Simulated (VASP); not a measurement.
# Cl in VASP: a series of runs

Cl is run at these levels: PBE; tasks: relaxation of cell and atoms, single point, relaxation of shape and atoms at fixed volume.

Program: VASP 6.6.1. These are calculated values, not measurements. Logs are shortened: lines on timing, memory, paths and dates and some standing lists are left out, and cuts for length are marked.

**1. The cell of the first run**

It takes space group Cmcm (No. 63, orthorhombic). The conventional cell has a = 5.705 Å, b = 6.939 Å, c = 5.370 Å, α = 90.00°, β = 90.00°, γ = 90.00°. Within 2.4 Å of Cl (site symmetry m) lie 1 Cl at 1.78 Å.

The cell was generated, and may not be a known phase.

**2. Relaxation of cell and atoms, PBE**

The input, INCAR:

```
SYSTEM = Cl
PREC = Accurate
ENCUT = 600
EDIFF = 1E-6
ISMEAR = 0
SIGMA = 0.1
LREAL = .FALSE.
LASPH = .TRUE.
NELM = 100
ALGO = Normal
ISIF = 3
LWAVE = .FALSE.
LCHARG = .FALSE.
GGA = PE
IBRION = 2
NSW = 90
EDIFFG = -0.04
```

The input, KPOINTS:

```
Automatic mesh
0
G
  4 4 4
  0 0 0
```

The input, POSCAR:

```
Cl
1.0
    2.8523544800     -3.4697473300      0.0000000000
    2.8523544800      3.4697473300      0.0000000000
    0.0000000000      0.0000000000      5.3700143100
Cl
4
Direct
    0.6283268200      0.3716731800      0.0014038900
    0.3716731800      0.6283268200      0.5014038900
    0.6283268200      0.3716731800      0.4985961100
    0.3716731800      0.6283268200      0.9985961100
```

Potentials or basis: VASP PAW PBE potentials, release 64 (Cl).

Launch:

```sh
cat potpaw_PBE.64/Cl/POTCAR > POTCAR
mpirun -np 1 vasp_std > vasp.out
```

OUTCAR:

```text
SYSTEM = Cl
   PREC = Accurate
   ENCUT = 600
   EDIFF = 1E-6
   ISMEAR = 0
   LREAL = .FALSE.
   LASPH = .TRUE.
   NELM = 100
   ISIF = 3
   GGA = PE
   IBRION = 2
   NSW = 90
   EDIFFG = -0.04

 ion  position               nearest neighbor table
   1  0.628  0.372  0.001-   4 1.78
   2  0.372  0.628  0.501-   3 1.78
   3  0.628  0.372  0.499-   2 1.78
   4  0.372  0.628  0.999-   1 1.78

  LATTYP: Found a base centered orthorhombic cell.
 ALAT       =     5.7047089600
 B/A-ratio  =     1.2164502534
 C/A-ratio  =     0.9413301095

  Lattice vectors:

 A1 = (   2.8523544800,  -3.4697473300,   0.0000000000)
 A2 = (   2.8523544800,   3.4697473300,   0.0000000000)
 A3 = (   0.0000000000,   0.0000000000,   5.3700143100)

Analysis of symmetry for initial positions (statically):
=====================================================================
 Subroutine PRICEL returns:
 Original cell was already a primitive cell.

 Routine SETGRP: Setting up the symmetry group for a
 base centered orthorhombic supercell.

 Subroutine GETGRP returns: Found  8 space group operations
 (whereof  4 operations were pure point group operations)
 out of a pool of  8 trial point group operations.

The static configuration has the point symmetry C_2h.
 The point group associated with its full space group is D_2h.

Analysis of symmetry for dynamics (positions and initial velocities):
=====================================================================
 Subroutine PRICEL returns:
 Original cell was already a primitive cell.

 Routine SETGRP: Setting up the symmetry group for a
 base centered orthorhombic supercell.

 Subroutine GETGRP returns: Found  8 space group operations
 (whereof  4 operations were pure point group operations)
 out of a pool of  8 trial point group operations.

The dynamic configuration has the point symmetry C_2h.
 The point group associated with its full space group is D_2h.

 Subroutine INISYM returns: Found  8 space group operations
 (whereof  4 operations are pure point group operations),
 and found     1 'primitive' translations

----------------------------------------------------------------------------------------

                                     Primitive cell

  volume of cell :     106.2935

  direct lattice vectors                    reciprocal lattice vectors
     2.852354480 -3.469747330  0.000000000     0.175293780 -0.144102712  0.000000000
     2.852354480  3.469747330  0.000000000     0.175293780  0.144102712  0.000000000
     0.000000000  0.000000000  5.370014310     0.000000000  0.000000000  0.186219243

  length of vectors
     4.491667019  4.491667019  5.370014310     0.226921795  0.226921795  0.186219243

  position of ions in fractional coordinates (direct lattice)
     0.628326820  0.371673180  0.001403890
     0.371673180  0.628326820  0.501403890
     0.628326820  0.371673180  0.498596110
     0.371673180  0.628326820  0.998596110

  ion indices of the primitive-cell ions
   primitive index   ion index
                 1           1
                 2           2
                 3           3
                 4           4

----------------------------------------------------------------------------------------

 KPOINTS: Automatic mesh

Automatic generation of k-mesh.
 Grid dimensions read from file:
 generate k-points for:    4    4    4

 Generating k-lattice:

  Cartesian coordinates                     Fractional coordinates (reciprocal lattice)
     0.043823445 -0.036025678  0.000000000     0.250000000 -0.000000000  0.000000000
     0.043823445  0.036025678  0.000000000    -0.000000000  0.250000000  0.000000000
     0.000000000  0.000000000  0.046554811     0.000000000  0.000000000  0.250000000

  Length of vectors
     0.056730449  0.056730449  0.046554811

  Shift w.r.t. Gamma in fractional coordinates (k-lattice)
     0.000000000  0.000000000  0.000000000

 Subroutine IBZKPT returns following result:
 ===========================================

 Found     21 irreducible k-points:

 Following reciprocal coordinates:
            Coordinates               Weight
  0.000000  0.000000  0.000000      1.000000
  0.250000  0.000000  0.000000      4.000000
  0.500000  0.000000  0.000000      2.000000
  0.250000  0.250000  0.000000      2.000000
  0.500000  0.250000  0.000000      4.000000
 -0.250000  0.250000  0.000000      2.000000
[... 13 lines left out ...]
 -0.250000  0.250000  0.500000      2.000000
  0.500000  0.500000  0.500000      1.000000
   k-points           NKPTS =     21   k-points in BZ     NKDIM =     21   number of bands    NBANDS=     18
   number of dos      NEDOS =    301   number of ions     NIONS =      4
   total plane-waves  NPLWV =  62208
   dimension x,y,z NGX =    36 NGY =   36 NGZ =   48
   dimension x,y,z NGXF=    72 NGYF=   72 NGZF=   96
   ions per type =               4
   NGX,Y,Z   is equivalent  to a cutoff of  13.32, 13.32, 14.86 a.u.
   NGXF,Y,Z  is equivalent  to a cutoff of  26.65, 26.65, 29.72 a.u.
 SYSTEM =  Cl
   PREC   = accura    normal or accurate (medium, high low for compatibility)
   ISTART =      0    job   : 0-new  1-cont  2-samecut
   ICHARG =      2    charge: 1-file 2-atom 10-const
   ISPIN  =      1    spin polarized calculation?
   LNONCOLLINEAR =      F non collinear calculations
   LSORBIT =      F    spin-orbit coupling
   LASPH  =      T    aspherical Exc in radial PAW
   ENCUT  =  600.0 eV  44.10 Ry    6.64 a.u.   8.97  8.97 10.73*2*pi/ulx,y,z
   NELM   =    100;   NELMIN=  2; NELMDL= -5     # of ELM steps
   EDIFF  = 0.1E-05   stopping-criterion for ELM
   LREAL  =      F    real-space projection
   EDIFFG = -.4E-01   stopping-criterion for IOM
   NSW    =     90    number of steps for IOM
   IBRION =      2    ionic relax: 0-MD 1-quasi-New 2-CG
   NFREE  =      1    steps in history (QN), initial steepest desc. (CG)
   ISIF   =      3    stress and relaxation
   ISYM   =      2    0-nonsym 1-usesym 2-fastsym
   POTIM  = 0.5000    time-step for ionic-motion
   TEBEG  =    0.0;   TEEND  =   0.0 temperature during run
   PSTRESS=    0.0 pullay stress
   NELECT =      28.0000    total number of electrons
   NUPDOWN=      -1.0000    fix difference up-down
   EMIN   =  10.00;   EMAX   =-10.00  energy-range for DOS
   EFERMI =   0.00;   METHOD = LEGACY
   ISMEAR =     0;   SIGMA  =   0.10  broadening in eV -4-tet -1-fermi 0-gaus
   EFERMI_NEDOS =   21; number of points for ismear=-14 and -15
   IALGO  =     38    algorithm
   IMIX   =      4    mixing-type and parameters
     AMIX     =   0.40;   BMIX     =  1.00
     AMIX_MAG =   1.60;   BMIX_MAG =  1.00
  volume/ion in A,a.u.               =      26.57       179.33
  Fermi-wavevector in a.u.,A,eV,Ry     =   1.049442  1.983158 14.984494  1.101329
  Thomas-Fermi vector in A             =   2.184405
   LORBIT       =      0    0 simple, 1 ext, 2 COOP (PROOUT), +10 PAW based schemes
   GGA     = PE    functional components
   LHFCALC =     F    Hartree Fock is set to
   AEXX    =    0.0000 exact exchange contribution
   IVDW    =     0    specifies the selected vdW correction
   LEPSILON=     F    determine dielectric tensor
   LRPA    =     F    only Hartree local field effects (RPA)
 conjugate gradient relaxation of ions
 non-spin polarized calculation
 Gauss-broadening in eV      SIGMA  =   0.10
  energy-cutoff  :      600.00
  volume of cell :      106.29
 maximum number of plane-waves:      3578
   NGX = 17   NGY = 17   NGZ = 21

--------------------------------------- Ionic step        1  -------------------------------------------

 number of electron      28.0000001 magnetization

 Free energy of the ion-electron system (eV)
  ---------------------------------------------------
  ext. energy  EPLUGINS =         0.00000000
  ---------------------------------------------------
  free energy    TOTEN  =        -3.10905186 eV

  energy without entropy =       -3.10149734  energy(sigma->0) =       -3.10527460

------------------------ aborting loop because EDIFF is reached ----------------------------------------

  FORCE on cell =-STRESS in cart. coord.  units (eV):
  Direction    XX          YY          ZZ          XY          YZ          ZX
  --------------------------------------------------------------------------------------
  -------------------------------------------------------------------------------------
  Total        1.7426120     24.9546081     23.4181318      0.0000000     -0.0000000      0.0000000
  in kB       26.2666389    376.1443564    352.9848309      0.0000000     -0.0000000      0.0000000
  external PRESSURE =     251.7986087 kB  Pullay stress =       0.0000000 kB
[... 95 lines left out ...]
  FREE ENERGIE OF THE ION-ELECTRON SYSTEM (eV)
  ---------------------------------------------------
  free  energy   TOTEN  =        -3.4932215684 eV

  energy  without entropy=       -3.4275245451  energy(sigma->0) =       -3.46037306

 E-fermi :   0.1159     XC(G=0):  -6.9181

 val. band max:       -0.2648023989   @ k =   0.0000   0.0000   0.0000
 cond. band min:       0.5048089835   @ k =  -0.2500   0.2500   0.0000
 fundamental gap:      0.7696113823
 Fermi energy:         0.1158932623

 k-point     1 :       0.0000    0.0000    0.0000
  band No.  band energies     occupation
      1     -17.6960      2.00000
      2     -17.2541      2.00000
      3     -13.7684      2.00000
      4     -13.3163      2.00000
      5      -6.5506      2.00000
      6      -6.1304      2.00000
[... 10 lines left out ...]
     17       5.0431      0.00000
     18       7.2893      0.00000
[... 403 lines left out ...]
      2     -17.2924      2.00000
      3     -13.9991      2.00000
      4     -13.9991      2.00000
      5      -5.8948      2.00000
      6      -5.8948      2.00000
[... 10 lines left out ...]
     17       5.9360      0.00000
     18       5.9360      0.00000

[... ionic steps 4 to 29 ...]

--------------------------------------- Ionic step       30  -------------------------------------------

 number of electron      27.9999985 magnetization

------------------------ aborting loop because EDIFF is reached ----------------------------------------

  FORCE on cell =-STRESS in cart. coord.  units (eV):
  Direction    XX          YY          ZZ          XY          YZ          ZX
  --------------------------------------------------------------------------------------
  -------------------------------------------------------------------------------------
  Total       -0.1655179     -0.0452064     -0.1680255      0.0000000     -0.0000000      0.0000000
  in kB       -1.1836118     -0.3232691     -1.2015437      0.0000000     -0.0000000      0.0000000
  external PRESSURE =      -0.9028082 kB  Pullay stress =       0.0000000 kB
[... 61 lines left out ...]
  energy  without entropy=       -7.2048649451  energy(sigma->0) =       -7.20486495

--------------------------------------- Ionic step       32  -------------------------------------------

 number of electron      27.9999986 magnetization

 Free energy of the ion-electron system (eV)
  ---------------------------------------------------
  ext. energy  EPLUGINS =         0.00000000
  ---------------------------------------------------
  free energy    TOTEN  =        -7.20528991 eV

  energy without entropy =       -7.20528991  energy(sigma->0) =       -7.20528991

 E-fermi :  -3.1436     XC(G=0):  -5.1285

 val. band max:       -3.5653658743   @ k =   0.0000   0.0000   0.0000
 cond. band min:      -1.0240282647   @ k =  -0.2500   0.2500   0.0000
 fundamental gap:      2.5413376097
 Fermi energy:        -3.1435934796

 k-point     1 :       0.0000    0.0000    0.0000
  band No.  band energies     occupation
      1     -20.1948      2.00000
      2     -20.1433      2.00000
      3     -15.9082      2.00000
      4     -15.8496      2.00000
      5      -8.7139      2.00000
      6      -8.6394      2.00000
[... 10 lines left out ...]
     17       1.9911      0.00000
     18       4.1998      0.00000
[... 449 lines left out ...]
  FREE ENERGIE OF THE ION-ELECTRON SYSTEM (eV)
  ---------------------------------------------------
  free  energy   TOTEN  =        -7.2052899077 eV

  energy  without entropy=       -7.2052899077  energy(sigma->0) =       -7.20528991

 reached required accuracy - stopping structural energy minimisation
```

Run time: 11 min. Hardware: 1 thread of Intel Xeon Platinum 8124M at 3.00GHz (Skylake/Cascade Lake), shared host; peak memory 0.25 GiB.

What came out:

```
Free energy                           : -7.2053 eV
Relaxed volume                        : 55.95 Å³/atom
Relaxed cell                          : a = 5.338 Å, b = 5.338 Å, c = 8.000 Å, α = 90.00°, β = 90.00°, γ = 100.88°
Space group after relaxing (to 0.1 Å) : Cmmm (No. 65)
Energy gained by relaxing             : 1024.1 meV/atom
Ionic steps                           : 32
Pressure after relaxing               : -0.1 GPa
Largest force after relaxing          : 0.011 eV/Å
Band gap on the k mesh                : 2.54 eV
```

Forces in eV/Å, atoms in the order of the input:
```
Cl   0.000  0.011  0.002
Cl   0.000 -0.011  0.002
Cl   0.000  0.011 -0.002
Cl   0.000 -0.011 -0.002
```

Stress tensor (GPa, compression positive):
```
-0.11  0.00  0.00
 0.00  0.00  0.00
 0.00  0.00 -0.11
```

The path:
| step | energy change (eV) | largest force (eV/Å) | pressure (GPa) | volume (Å³) |
| --- | --- | --- | --- | --- |
| 1 | 0.0000 | 6.4471 | 25.18 | 106.29 |
| 2 | -0.2376 | 0.0954 | -3.25 | 181.07 |
| 3 | -0.3842 | 0.3299 | -3.29 | 174.12 |
| 4 | -0.5822 | 0.6107 | -3.29 | 166.70 |
| 5 | -1.8952 | 1.9519 | -1.11 | 134.69 |
| 6 | -2.2174 | 0.8356 | 4.22 | 120.04 |
| 7 | -2.2260 | 1.3900 | 2.26 | 123.85 |
| 8 | -2.2338 | 1.2220 | 2.86 | 122.56 |
| 9 | -3.3795 | 1.2457 | 1.69 | 134.62 |
| 10 | -2.5078 | 7.6162 | 9.06 | 169.73 |
| 11 | -3.8247 | 0.6170 | 2.69 | 147.67 |
| 12 | -3.8252 | 0.8710 | 2.92 | 148.95 |
| 13 | -3.8758 | 1.5231 | -1.29 | 175.30 |
| 14 | -3.9602 | 0.6233 | 0.23 | 162.62 |
| 15 | -4.0376 | 0.2961 | 0.22 | 176.50 |
| 16 | -4.0546 | 0.2150 | 0.31 | 196.92 |
| 17 | -4.0604 | 0.0247 | 0.28 | 189.38 |
| 18 | -4.0632 | 0.3382 | -0.25 | 196.24 |
| 19 | -4.0646 | 0.2090 | -0.06 | 193.72 |
| 20 | -4.0715 | 0.1294 | -0.05 | 197.95 |
| 21 | -4.0777 | 0.0416 | 0.00 | 206.56 |
| 22 | -4.0820 | 0.1895 | -0.26 | 210.96 |
| 23 | -4.0820 | 0.1944 | -0.27 | 211.06 |
| 24 | -4.0850 | 0.1693 | -0.25 | 212.46 |
| 25 | -4.0917 | 0.0844 | -0.17 | 216.65 |
| 26 | -4.0946 | 0.1235 | 0.05 | 224.96 |
| 27 | -4.0951 | 0.0720 | -0.01 | 222.87 |
| 28 | -4.0957 | 0.0603 | -0.13 | 224.57 |
| 29 | -4.0958 | 0.0265 | -0.10 | 224.13 |
| 30 | -4.0958 | 0.0203 | -0.09 | 224.05 |
| 31 | -4.0958 | 0.0232 | -0.09 | 224.09 |
| 32 | -4.0962 | 0.0110 | -0.07 | 223.81 |

Final structure:
```cif
data_structure
_symmetry_space_group_name_H-M 'P 1'
_symmetry_Int_Tables_number 1
_cell_length_a 5.3375
_cell_length_b 5.3375
_cell_length_c 7.9998
_cell_angle_alpha 90.000
_cell_angle_beta 90.000
_cell_angle_gamma 100.876
_cell_volume 223.81
loop_
_atom_site_label
_atom_site_type_symbol
_atom_site_fract_x
_atom_site_fract_y
_atom_site_fract_z
_atom_site_occupancy
Cl1 Cl 0.62126 0.37874 0.99950 1
Cl2 Cl 0.37874 0.62126 0.49950 1
Cl3 Cl 0.62126 0.37874 0.50050 1
Cl4 Cl 0.37874 0.62126 0.00050 1
```

Caveat: the volume moved by over 15 % at a fixed basis, so the end points are rough; this functional lacks dispersion, which holds the molecules together, so the pressure and a relaxed volume are unreliable; this functional lacks dispersion, which binds layers or chains, so the pressure and a relaxed spacing across them are unreliable.

**3. Single point, PBE**

This run uses another cell than the first one: it holds 8 atoms, not 4.

The input, INCAR:

```
PREC = Accurate
ENCUT = 520
EDIFF = 1E-6
ISMEAR = 0
SIGMA = 0.1
LREAL = False
LASPH = True
NELM = 100
ALGO = Normal
ISIF = 2
LWAVE = False
LCHARG = False
GGA = PE
NBANDS = 38
```

The input, KPOINTS:

```
regular mesh
0
Gamma
  4 2 2
```

The input, POSCAR:

```
Cl
1.0
    2.1901427851     -4.6193407658      0.0000000000
    6.5704283553      4.6193407658      0.0000000000
    0.0000000000      0.0000000000      8.6671092020
Cl
8
Direct
    0.4134418958      0.1955193680      0.0000000000
    0.4134418958      0.1955193680      0.5000000000
    0.9134418958      0.6955193680      0.0000000000
    0.9134418958      0.6955193680      0.5000000000
    0.0865581041      0.3044806319      0.0000000000
    0.0865581041      0.3044806319      0.5000000000
    0.5865581042      0.8044806320      0.0000000000
    0.5865581042      0.8044806320      0.5000000000
```

Potentials or basis: VASP PAW PBE potentials, release 64 (Cl).

Launch:

```sh
cat potpaw_PBE.64/Cl/POTCAR > POTCAR
mpirun -np 1 vasp_std > vasp.out
```

Run time: 2.2 min. Hardware: 1 thread of Intel Xeon Platinum 8124M at 3.00GHz (Skylake/Cascade Lake), shared host; peak memory 0.43 GiB.

The run converged. Its results:

- Free energy: -14.6507 eV
- Pressure: -0.2 GPa
- Largest force: 0.188 eV/Å
- Band gap on the k mesh: 1.85 eV

Forces in eV/Å, atoms in the order of the input:
```
Cl  -0.001  0.188  0.000
Cl  -0.001  0.188  0.000
Cl  -0.001  0.188  0.000
Cl  -0.001  0.188  0.000
Cl   0.001 -0.188  0.000
Cl   0.001 -0.188  0.000
Cl   0.001 -0.188  0.000
Cl   0.001 -0.188  0.000
```

Stress tensor (GPa, compression positive):
```
-0.03 -0.01  0.00
-0.01 -0.69  0.00
 0.00  0.00 -0.02
```

Levels at points of the mesh, in eV from the valence-band top:
| k point | band 26 | band 27 | band 28 | band 29 | band 30 | band 31 |
| --- | --- | --- | --- | --- | --- | --- |
| (0.00, 0.00, 0.00) | -0.44 | -0.32 | -0.16 | 2.49 | 2.54 | 3.07 |
| (0.50, 0.00, 0.00) | -0.41 | -0.36 | -0.36 | 2.23 | 2.23 | 2.30 |
| (0.00, 0.50, 0.00) | -0.54 | -0.24 | -0.24 | 2.83 | 2.83 | 2.87 |
| (0.50, 0.50, 0.00) | -0.32 | -0.02 | 0.00 | 1.85 | 1.94 | 2.49 |
| (0.00, 0.00, 0.50) | -0.49 | -0.30 | -0.30 | 2.52 | 2.52 | 3.08 |
| (0.50, 0.00, 0.50) | -0.39 | -0.39 | -0.39 | 2.27 | 2.27 | 2.27 |
| (0.00, 0.50, 0.50) | -0.39 | -0.39 | -0.39 | 2.85 | 2.85 | 2.85 |
| (0.50, 0.50, 0.50) | -0.49 | -0.01 | -0.01 | 1.90 | 1.90 | 2.52 |

Caveat: this functional lacks dispersion, which holds the molecules together, so the pressure and a relaxed volume are unreliable; this functional lacks dispersion, which binds layers or chains, so the pressure and a relaxed spacing across them are unreliable. A k mesh can miss the band edges.

[end of part 1 of 2]
